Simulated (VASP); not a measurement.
Input of a VASP 6.6.1 run:

Contents of INCAR:

```
PREC = Accurate ; ENCUT = 500
EDIFF = 1E-6 ; ISMEAR = 0
SIGMA = 0.01 ; LREAL = F
LASPH = T ; NELM = 120
ALGO = Normal ; ISIF = 2
LWAVE = F ; LCHARG = F
GGA = PS ; NBANDS = 16
GGA_COMPAT = F
```

Contents of KPOINTS:

```
regular mesh
0
Gamma
  8 8 8
```

File POSCAR:

```
GaP
1.0
    0.0000000000      2.6920325960      2.6920325960
    2.6920325960      0.0000000000      2.6920325960
    2.6920325960      2.6920325960      0.0000000000
Ga P
1 1
Direct
    0.0000000000      0.0000000000      0.0000000000
    0.2500000000      0.2500000000      0.2500000000
```

Potentials or basis: VASP PAW PBE potentials, release 64 (Ga_d, P).

Run with:

```sh
$ cat potpaw_PBE.64/Ga_d/POTCAR potpaw_PBE.64/P/POTCAR > POTCAR
$ mpirun -np 1 vasp_std > vasp.out
```

(1) What does it give for the pressure?

(2) Estimate the band gap on the k mesh.

## Answers

(1) 2.6 GPa.

(2) 1.44 eV, indirect (least direct gap 2.05 eV).

Caveat: the PAW data sets were made with another functional, which shifts forces and pressure a little.
